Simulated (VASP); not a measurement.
# Ca3H2C (P4/mmm) in VASP: a series of runs, part 2 of 2

VASP 6.6.1. The steps go on from the part before.

## 3. Relaxation of cell and atoms, PBE

This run uses another cell than the first one, of 16.83 Å³/atom, 1.006 times its volume.

File INCAR:

```
PREC = Accurate ; ENCUT = 600
EDIFF = 1E-6 ; ISMEAR = 0
SIGMA = 0.1 ; LREAL = F
LASPH = T ; NELM = 100
ALGO = Normal ; ISIF = 3
LWAVE = F ; LCHARG = F
GGA = PE ; IBRION = 2
NSW = 100 ; EDIFFG = -0.01
```

File KPOINTS:

```
Automatic mesh
0
Gamma
  12 12 4
```

File POSCAR:

```
Ca3H2C
1.0
    3.1625454792      0.0000000000      0.0000000000
    0.0000000000      3.1625454792      0.0000000000
    0.0000000000      0.0000000000     10.0961599665
Ca H C
3 2 1
Direct
    0.0000000000      0.0000000000      0.8637879765
    0.0000000000      0.0000000000      0.1362120235
    0.0000000000      0.0000000000      0.5000000000
    0.5000000000      0.5000000000      0.3785751206
    0.5000000000      0.5000000000      0.6214248794
    0.5000000000      0.5000000000      0.0000000000
```

Potentials or basis: VASP PAW PBE potentials, release 64 (Ca_sv, H, C).

Started as:

```console
> cat potpaw_PBE.64/Ca_sv/POTCAR potpaw_PBE.64/H/POTCAR potpaw_PBE.64/C/POTCAR > POTCAR
> mpirun -np 1 vasp_std > vasp.out
```

OUTCAR:

```text
PREC = Accurate
   ENCUT = 600
   EDIFF = 1E-6
   ISMEAR = 0
   LREAL = F
   LASPH = T
   NELM = 100
   ISIF = 3
   GGA = PE
   IBRION = 2
   NSW = 100
   EDIFFG = -0.01

 ion  position               nearest neighbor table
   1  0.000  0.000  0.864-   2 2.75
   2  0.000  0.000  0.136-   1 2.75
   3  0.000  0.000  0.500-
   4  0.500  0.500  0.379-
   5  0.500  0.500  0.621-
   6  0.500  0.500  0.000-

  LATTYP: Found a simple tetragonal cell.
 ALAT       =     3.1625454792
 C/A-ratio  =     3.1924157401

  Lattice vectors:

 A1 = (   3.1625454792,   0.0000000000,   0.0000000000)
 A2 = (   0.0000000000,   3.1625454792,   0.0000000000)
 A3 = (   0.0000000000,   0.0000000000,  10.0961599665)

Analysis of symmetry for initial positions (statically):
=====================================================================
 Subroutine PRICEL returns:
 Original cell was already a primitive cell.

 Routine SETGRP: Setting up the symmetry group for a
 simple tetragonal supercell.

 Subroutine GETGRP returns: Found 16 space group operations
 (whereof 16 operations were pure point group operations)
 out of a pool of 16 trial point group operations.

The static configuration has the point symmetry D_4h.

Analysis of symmetry for dynamics (positions and initial velocities):
=====================================================================
 Subroutine PRICEL returns:
 Original cell was already a primitive cell.

 Routine SETGRP: Setting up the symmetry group for a
 simple tetragonal supercell.

 Subroutine GETGRP returns: Found 16 space group operations
 (whereof 16 operations were pure point group operations)
 out of a pool of 16 trial point group operations.

The dynamic configuration has the point symmetry D_4h.

 Subroutine INISYM returns: Found 16 space group operations
 (whereof 16 operations are pure point group operations),
 and found     1 'primitive' translations

----------------------------------------------------------------------------------------

                                     Primitive cell

  volume of cell :     100.9787

  direct lattice vectors                    reciprocal lattice vectors
     3.162545479  0.000000000  0.000000000     0.316200986  0.000000000  0.000000000
     0.000000000  3.162545479  0.000000000     0.000000000  0.316200986  0.000000000
     0.000000000  0.000000000 10.096159967     0.000000000  0.000000000  0.099047559

  length of vectors
     3.162545479  3.162545479 10.096159967     0.316200986  0.316200986  0.099047559

  position of ions in fractional coordinates (direct lattice)
     0.000000000  0.000000000  0.863787976
     0.000000000  0.000000000  0.136212024
     0.000000000  0.000000000  0.500000000
     0.500000000  0.500000000  0.378575121
     0.500000000  0.500000000  0.621424879
     0.500000000  0.500000000  0.000000000

  ion indices of the primitive-cell ions
   primitive index   ion index
                 1           1
                 2           2
                 3           3
                 4           4
                 5           5
                 6           6
[... 62 lines left out ...]
 SYSTEM =  unknown system
   PREC   = accura    normal or accurate (medium, high low for compatibility)
   ISTART =      0    job   : 0-new  1-cont  2-samecut
   ICHARG =      2    charge: 1-file 2-atom 10-const
   ISPIN  =      1    spin polarized calculation?
   LNONCOLLINEAR =      F non collinear calculations
   LSORBIT =      F    spin-orbit coupling
   LASPH  =      T    aspherical Exc in radial PAW
   ENCUT  =  600.0 eV  44.10 Ry    6.64 a.u.   6.32  6.32 20.16*2*pi/ulx,y,z
   NELM   =    100;   NELMIN=  2; NELMDL= -5     # of ELM steps
   EDIFF  = 0.1E-05   stopping-criterion for ELM
   LREAL  =      F    real-space projection
   EDIFFG = -.1E-01   stopping-criterion for IOM
   NSW    =    100    number of steps for IOM
   IBRION =      2    ionic relax: 0-MD 1-quasi-New 2-CG
   NFREE  =      1    steps in history (QN), initial steepest desc. (CG)
   ISIF   =      3    stress and relaxation
   ISYM   =      2    0-nonsym 1-usesym 2-fastsym
   POTIM  = 0.5000    time-step for ionic-motion
   TEBEG  =    0.0;   TEEND  =   0.0 temperature during run
   PSTRESS=    0.0 pullay stress
   NELECT =      36.0000    total number of electrons
   NUPDOWN=      -1.0000    fix difference up-down
   EMIN   =  10.00;   EMAX   =-10.00  energy-range for DOS
   EFERMI =   0.00;   METHOD = LEGACY
   ISMEAR =     0;   SIGMA  =   0.10  broadening in eV -4-tet -1-fermi 0-gaus
   EFERMI_NEDOS =   21; number of points for ismear=-14 and -15
   IALGO  =     38    algorithm
   IMIX   =      4    mixing-type and parameters
     AMIX     =   0.40;   BMIX     =  1.00
     AMIX_MAG =   1.60;   BMIX_MAG =  1.00
  volume/ion in A,a.u.               =      16.83       113.57
  Fermi-wavevector in a.u.,A,eV,Ry     =   1.160822  2.193636 18.333965  1.347508
  Thomas-Fermi vector in A             =   2.297401
   LORBIT       =      0    0 simple, 1 ext, 2 COOP (PROOUT), +10 PAW based schemes
   GGA     = PE    functional components
   LHFCALC =     F    Hartree Fock is set to
   AEXX    =    0.0000 exact exchange contribution
   IVDW    =     0    specifies the selected vdW correction
   LEPSILON=     F    determine dielectric tensor
   LRPA    =     F    only Hartree local field effects (RPA)
 conjugate gradient relaxation of ions
 non-spin polarized calculation
 Gauss-broadening in eV      SIGMA  =   0.10
  energy-cutoff  :      600.00
  volume of cell :      100.98
 maximum number of plane-waves:      3400
 NGX is ok and might be reduce to    28
   NGX = 13   NGY = 13   NGZ = 41

--------------------------------------- Ionic step        1  -------------------------------------------

 number of electron      35.9999997 magnetization

 Free energy of the ion-electron system (eV)
  ---------------------------------------------------
  ext. energy  EPLUGINS =         0.00000000
  ---------------------------------------------------
  free energy    TOTEN  =       -20.44475612 eV

  energy without entropy =      -20.42726884  energy(sigma->0) =      -20.43601248

------------------------ aborting loop because EDIFF is reached ----------------------------------------

  FORCE on cell =-STRESS in cart. coord.  units (eV):
  Direction    XX          YY          ZZ          XY          YZ          ZX
  --------------------------------------------------------------------------------------
  -------------------------------------------------------------------------------------
  Total        0.1403356      0.1403356      0.1499382      0.0000000      0.0000000      0.0000000
  in kB        2.2266329      2.2266329      2.3789919      0.0000000      0.0000000      0.0000000
  external PRESSURE =       2.2774192 kB  Pullay stress =       0.0000000 kB
[... 101 lines left out ...]
  FREE ENERGIE OF THE ION-ELECTRON SYSTEM (eV)
  ---------------------------------------------------
  free  energy   TOTEN  =       -20.4462469348 eV

  energy  without entropy=      -20.4282711261  energy(sigma->0) =      -20.43725903

[... ionic steps 4 to 8 ...]

--------------------------------------- Ionic step        9  -------------------------------------------

 number of electron      35.9999997 magnetization

------------------------ aborting loop because EDIFF is reached ----------------------------------------
[... 75 lines left out ...]
--------------------------------------- Ionic step       11  -------------------------------------------

 number of electron      35.9999997 magnetization

 Free energy of the ion-electron system (eV)
  ---------------------------------------------------
  ext. energy  EPLUGINS =         0.00000000
  ---------------------------------------------------
  free energy    TOTEN  =       -20.44721916 eV

  energy without entropy =      -20.42908460  energy(sigma->0) =      -20.43815188

 E-fermi :   3.8425     XC(G=0):  -9.1763

 val. band max:        3.8361855257   @ k =   0.3333   0.0000   0.0000
 cond. band min:       3.8526323278   @ k =   0.5000   0.0833   0.5000
 fundamental gap:      0.0164468021
 Fermi energy:         3.8424505793

 k-point     1 :       0.0000    0.0000    0.0000
  band No.  band energies     occupation
      1     -38.2904      2.00000
      2     -37.3349      2.00000
      3     -37.2178      2.00000
      4     -19.3339      2.00000
      5     -19.0522      2.00000
      6     -19.0522      2.00000
[... 589 lines left out ...]
     21       5.6337      0.00000
     22       5.8619      0.00000

 [... further k-points ...]

------------------------ aborting loop because EDIFF is reached ----------------------------------------

  FORCE on cell =-STRESS in cart. coord.  units (eV):
  Direction    XX          YY          ZZ          XY          YZ          ZX
  --------------------------------------------------------------------------------------
  -------------------------------------------------------------------------------------
  Total        0.0098047      0.0098047     -0.0006846      0.0000000      0.0000000      0.0000000
  in kB        0.1559987      0.1559987     -0.0108924      0.0000000      0.0000000      0.0000000
  external PRESSURE =       0.1003684 kB  Pullay stress =       0.0000000 kB
[... 21 lines left out ...]
  FREE ENERGIE OF THE ION-ELECTRON SYSTEM (eV)
  ---------------------------------------------------
  free  energy   TOTEN  =       -20.4472191625 eV

  energy  without entropy=      -20.4290846038  energy(sigma->0) =      -20.43815188

 reached required accuracy - stopping structural energy minimisation
```

Wall time 11 min (1 thread of Intel Xeon 6975P-C (Granite Rapids), shared host); peak memory 0.41 GiB.

Results:

* Free energy: -20.4472 eV
* Relaxed volume: 16.78 Å³/atom
* Relaxed cell: a = 3.166 Å, b = 3.166 Å, c = 10.046 Å, α = 90.00°, β = 90.00°, γ = 90.00°
* Space group after relaxing (to 0.05 Å): P4/mmm (No. 123)
* Energy gained by relaxing: 0.4 meV/atom
* Ionic steps: 11
* Pressure after relaxing: 0.0 GPa
* Largest force after relaxing: 0.006 eV/Å
* Band gap on the k mesh: zero (band 18 reaches 4.24 eV, above the bottom of band 19 at 3.35 eV)

Forces in eV/Å, atoms in the order of the input:
```
Ca   0.000  0.000  0.000
Ca   0.000  0.000  0.000
Ca   0.000  0.000  0.000
H    0.000  0.000 -0.006
H    0.000  0.000  0.006
C    0.000  0.000  0.000
```

Step by step:
```tsv
step	energy change (eV)	largest force (eV/Å)	pressure (GPa)	volume (Å³)
1	0.0000	0.1234	0.23	100.98
2	-0.0013	0.0572	-0.01	101.33
3	-0.0015	0.0247	-0.11	101.50
4	-0.0018	0.0220	-0.11	101.36
5	-0.0022	0.0167	-0.07	101.13
6	-0.0020	0.0272	0.01	100.66
7	-0.0023	0.0138	-0.04	100.98
8	-0.0024	0.0133	0.00	100.82
9	-0.0024	0.0134	0.01	100.80
10	-0.0024	0.0115	0.01	100.77
11	-0.0025	0.0064	0.01	100.70
```

Final structure:
```
CELL_PARAMETERS angstrom
3.16599 0.00000 0.00000
0.00000 3.16599 0.00000
0.00000 0.00000 10.04622
ATOMIC_POSITIONS crystal
Ca 0.00000 0.00000 0.86168
Ca 0.00000 0.00000 0.13832
Ca 0.00000 0.00000 0.50000
H 0.50000 0.50000 0.37828
H 0.50000 0.50000 0.62172
C 0.50000 0.50000 0.00000
```
